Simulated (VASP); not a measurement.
# CdS (P3m1) in VASP: notebook, part 2 of 2

VASP 6.6.1. The steps go on from the part before.

### Step 4. Single point, PBE+D3(BJ)

This run uses another cell than the first one, of 28.16 Å³/atom.

The input, INCAR:

```
PREC = Accurate ; ENCUT = 520
EDIFF = 1E-6 ; ISMEAR = -1
SIGMA = 0.05 ; LREAL = False
LASPH = True ; NELM = 80
ALGO = Normal ; ISIF = 2
LWAVE = False ; LCHARG = False
GGA = PE ; IVDW = 12
NBANDS = 16
```

The input, KPOINTS:

```
Automatic mesh
0
Gamma
  7 7 5
```

The input, POSCAR:

```
CdS
1.0
    4.1068484233      0.0000000000      0.0000000000
   -2.0534242117      3.5566350641      0.0000000000
    0.0000000000      0.0000000000      3.8556927171
Cd S
1 1
Direct
    0.0000000000      0.0000000000      0.5265989710
    0.6666666667      0.3333333333      0.3504010290
```

Potentials or basis: VASP PAW PBE potentials, release 64 (Cd, S).

Launch:

```console
cat potpaw_PBE.64/Cd/POTCAR potpaw_PBE.64/S/POTCAR > POTCAR
mpirun -np 1 vasp_std > vasp.out
```

OUTCAR:

```text
PREC = Accurate
   ENCUT = 520
   EDIFF = 1E-6
   ISMEAR = -1
   LREAL = False
   LASPH = True
   NELM = 80
   ISIF = 2
   GGA = PE
   IVDW = 12
 IVDW          = 12

 ion  position               nearest neighbor table
   1  0.000  0.000  0.527-   2 2.47   2 2.47   2 2.47
   2  0.667  0.333  0.350-   1 2.47   1 2.47   1 2.47

  LATTYP: Found a hexagonal cell.
 ALAT       =     4.1068484233
 C/A-ratio  =     0.9388446613

  Lattice vectors:

 A1 = (   4.1068484233,   0.0000000000,   0.0000000000)
 A2 = (  -2.0534242117,   3.5566350641,   0.0000000000)
 A3 = (   0.0000000000,   0.0000000000,   3.8556927171)

Analysis of symmetry for initial positions (statically):
=====================================================================
 Subroutine PRICEL returns:
 Original cell was already a primitive cell.

 Routine SETGRP: Setting up the symmetry group for a
 hexagonal supercell.

 Subroutine GETGRP returns: Found  6 space group operations
 (whereof  6 operations were pure point group operations)
 out of a pool of 24 trial point group operations.

The static configuration has the point symmetry C_3v.

Analysis of symmetry for dynamics (positions and initial velocities):
[... 159 lines left out ...]
 E-fermi :   1.1117     XC(G=0):  -8.5491

 val. band max:        0.5721665944   @ k =   0.2857   0.2857   0.0000
 cond. band min:       1.5248819957   @ k =   0.0000   0.0000   0.0000
 fundamental gap:      0.9527154012
 Fermi energy:         1.1116947002

 k-point     1 :       0.0000    0.0000    0.0000
  band No.  band energies     occupation
      1     -11.5422      2.00000
      2      -7.3674      2.00000
      3      -7.3674      2.00000
      4      -7.0614      2.00000
      5      -6.8847      2.00000
      6      -6.8847      2.00000
[... 433 lines left out ...]
      3      -7.2064      2.00000
      4      -6.9996      2.00000
      5      -6.9099      2.00000
      6      -6.6179      2.00000
[... 8 lines left out ...]
     15      11.0268      0.00000
     16      12.9602      0.00000

 [... further k-points ...]

------------------------ aborting loop because EDIFF is reached ----------------------------------------

 Edisp (eV)   -0.53254

 E8    (eV) :    -0.2165

  FORCE on cell =-STRESS in cart. coord.  units (eV):
  Direction    XX          YY          ZZ          XY          YZ          ZX
  --------------------------------------------------------------------------------------
  -------------------------------------------------------------------------------------
  Total       0.14032     0.14032     0.01465    -0.00000     0.00000    -0.00000
  in kB       3.99180     3.99180     0.41688    -0.00000     0.00000    -0.00000
  external pressure =        2.80 kB  Pullay stress =        0.00 kB

 VOLUME and BASIS-vectors are now :
 -----------------------------------------------------------------------------
  energy-cutoff  :      520.00
  volume of cell :       56.32
      direct lattice vectors                 reciprocal lattice vectors
     4.106848423  0.000000000  0.000000000     0.243495717  0.140582318  0.000000000
    -2.053424212  3.556635064  0.000000000     0.000000000  0.281164635  0.000000000
     0.000000000  0.000000000  3.855692717     0.000000000  0.000000000  0.259356768

 POSITION                                       TOTAL-FORCE (eV/Angst)
 -----------------------------------------------------------------------------------
      0.00000      0.00000      2.03040         0.000000     -0.000000      0.028509
      2.05342      1.18555      1.35104        -0.000000      0.000000     -0.028509
 -----------------------------------------------------------------------------------
    total drift:                                0.000001     -0.000000      0.000221

  FREE ENERGIE OF THE ION-ELECTRON SYSTEM (eV)
  ---------------------------------------------------
  free  energy   TOTEN  =        -6.0792904243 eV

  energy  without entropy=       -6.0792881321  energy(sigma->0) =       -6.07928928
```

OSZICAR:

```text
N       E                     dE             d eps       ncg     rms          rms(c)
DAV:   1     0.107060738103E+03    0.10706E+03   -0.86487E+03  1024   0.100E+03
DAV:   2    -0.196646812042E+01   -0.10903E+03   -0.10261E+03  1256   0.249E+02
DAV:   3    -0.628650081836E+01   -0.43200E+01   -0.43122E+01  1280   0.508E+01
DAV:   4    -0.631543116683E+01   -0.28930E-01   -0.28928E-01  1296   0.412E+00
DAV:   5    -0.631586763116E+01   -0.43646E-03   -0.43646E-03  1296   0.476E-01    0.786E+00
DAV:   6    -0.558087672354E+01    0.73499E+00   -0.10739E+00  1504   0.127E+01    0.629E+00
DAV:   7    -0.555005468754E+01    0.30822E-01   -0.27430E-01  1232   0.357E+00    0.309E+00
DAV:   8    -0.554703820954E+01    0.30165E-02   -0.24889E-02  1184   0.188E+00    0.327E-01
DAV:   9    -0.554647839864E+01    0.55981E-03   -0.35865E-03  1320   0.802E-01    0.950E-02
DAV:  10    -0.554664382267E+01   -0.16542E-03   -0.43331E-04  1216   0.197E-01    0.878E-02
DAV:  11    -0.554675853022E+01   -0.11471E-03   -0.19979E-04  1168   0.988E-02    0.388E-02
DAV:  12    -0.554674768712E+01    0.10843E-04   -0.25665E-05  1232   0.527E-02    0.112E-02
DAV:  13    -0.554674897424E+01   -0.12871E-05   -0.39241E-06  1160   0.130E-02    0.102E-02
DAV:  14    -0.554674885120E+01    0.12304E-06   -0.16505E-07  1096   0.471E-03
   1 F= -.60792904E+01 E0= -.60792893E+01  d E =-.229219E-05
```

stdout:

```text
POSCAR found type information on POSCAR CdS
 POSCAR found :  2 types and       2 ions
 scaLAPACK will be used
 LDA part: xc-table for (Slater+PW92), standard interpolation
 POSCAR, INCAR and KPOINTS ok, starting setup
 FFT: planning ... GRIDC
 FFT: planning ... GRID_SOFT
 FFT: planning ... GRID
 WAVECAR not read
 entering main loop
```

It took 34 s on 1 thread of Intel Xeon 8259CL, shared host; peak memory 0.2 GiB.

What came out:

* Free energy: -6.0793 eV
* Pressure: 0.3 GPa
* Largest force: 0.029 eV/Å
* Band gap on the k mesh: 0.95 eV (least direct gap 1.25 eV)
* Dispersion energy per atom: -0.266 eV

Forces on the atoms (eV/Å):
```
Cd   0.000  0.000  0.029
S    0.000  0.000 -0.029
```

Levels at points of the mesh, in eV from the valence-band top:
```
           k point  band 7  band 8  band 9  band 10  band 11  band 12
(0.00, 0.00, 0.00)   -0.72   -0.29   -0.29     0.95     5.90     6.56
```

Caveat: an odd mesh through Γ misses points on the zone boundary, where band edges can lie.

### Step 5. The runs side by side

```tsv
level	potentials or basis	cell	gap on the mesh (eV)	pressure (GPa)	largest force (eV/Å)
LDA	VASP PAW LDA potentials, release 64 (Cd, S)	a = 4.094, b = 4.094, c = 3.978 Å, angles 90.0, 90.0, 120.0°, 2 atoms, atomic positions A	0.88	0.4	0.03
PBE+D4	VASP PAW PBE potentials, release 64 (Cd, S)	a = 4.106, b = 4.106, c = 3.850 Å, angles 90.0, 90.0, 120.0°, 2 atoms, atomic positions B	0.95	0.3	0.03
PBE+D3(BJ)	VASP PAW PBE potentials, release 64 (Cd, S)	a = 4.107, b = 4.107, c = 3.856 Å, angles 90.0, 90.0, 120.0°, 2 atoms, atomic positions B	0.95	0.3	0.03
```

Alike in all rows: task single point; no spin polarisation; k mesh 7 × 7 × 5; cutoff (eV) 520; smearing fermi-dirac 0.05 eV.

Caveats: an odd mesh through Γ misses points on the zone boundary, where band edges can lie.

Absolute energies hang on the potentials; compare differences alone.
